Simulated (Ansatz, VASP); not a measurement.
**Two plane-wave programs on La5N**

File INCAR:

```
PREC     = Accurate       # precision mode
ENCUT    = 520            # plane-wave cutoff, eV
EDIFF    = 1E-6           # SCF threshold, eV
ISMEAR   = 0              # smearing method
SIGMA    = 0.1            # smearing width, eV
LREAL    = False          # projectors in reciprocal space
LASPH    = True           # aspherical terms in the spheres
NELM     = 60             # most SCF steps
ALGO     = Normal         # electronic algorithm
ISIF     = 2              # what is computed and relaxed
LWAVE    = False          # write WAVECAR
LCHARG   = False          # write CHGCAR
GGA      = PE             # functional
NBANDS   = 39             # bands
```

KPOINTS

```
regular mesh
0
Gamma
  6 6 2
```

POSCAR

```
La5N
1.0
    5.2130296400      0.0000000000      0.0000000000
   -2.6065148200      4.5146161000      0.0000000000
    0.0000000000      0.0000000000      8.1739751000
La N
5 1
Direct
    0.3333333300      0.6666666700      0.8041405600
    0.3333333300      0.6666666700      0.1958594400
    0.6666666700      0.3333333300      0.1958594400
    0.6666666700      0.3333333300      0.8041405600
    0.0000000000      0.0000000000      0.5000000000
    0.0000000000      0.0000000000      0.0000000000
```

Input for Ansatz:

```yaml
crystal:
  lattice:
    - [5.21302964, 0.0, 0.0]
    - [-2.60651482, 4.5146161, 0.0]
    - [0.0, 0.0, 8.1739751]
  atoms:
    - { symbol: La, position: [0.33333333, 0.66666667, 0.80414056] }
    - { symbol: La, position: [0.33333333, 0.66666667, 0.19585944] }
    - { symbol: La, position: [0.66666667, 0.33333333, 0.19585944] }
    - { symbol: La, position: [0.66666667, 0.33333333, 0.80414056] }
    - { symbol: La, position: [0.0, 0.0, 0.5] }
    - { symbol: "N", position: [0.0, 0.0, 0.0] }
basis:
  ecutwfc: 420
kpoints:
  mp_grid: { grid: [6, 6, 2] }
hamiltonian:
  xc: pbe
scf:
  occupations: { method: gaussian, width: 0.1 }
  lower_state_search: "off"
output:
  forces: true
  stress: true
  eigenvalues: true
```

Alike in both runs: task single point; functional PBE; k mesh 6 × 6 × 2; occupations gaussian, width 0.1 eV; no spin polarisation.

|  | VASP | Ansatz |
| --- | --- | --- |
| version | VASP 6.6.1 | Ansatz 0.2.0 |
| potentials or method | VASP PAW PBE potentials, release 64 (La, N), cutoff 520 eV | scalar-relativistic, plane waves, PAW |
| valence electrons in the cell | 60 | 60 |

Ansatz gave:

| Quantity | Value |
| --- | --- |
| gap on the k mesh at the Fermi level (eV) | none |
| pressure (GPa) | -3.9 |
| traceless stress, the component that is largest in VASP (GPa) | -2.87 |
| rms of the force components (eV/Å) | 0.045 |

Estimate VASP's values.

gap on the k mesh at the Fermi level (eV): none; pressure (GPa): -3.9; traceless stress, the component that is largest in VASP (GPa): -2.86; rms of the force components (eV/Å): 0.039.

Atom by atom the forces differ by 0.005 eV/Å (rms over components). A gap of «none» marks a metal or a gap that the smearing closes.

The k mesh is coarse, so the values compare programs but aren't converged. Spin-orbit coupling is off throughout.
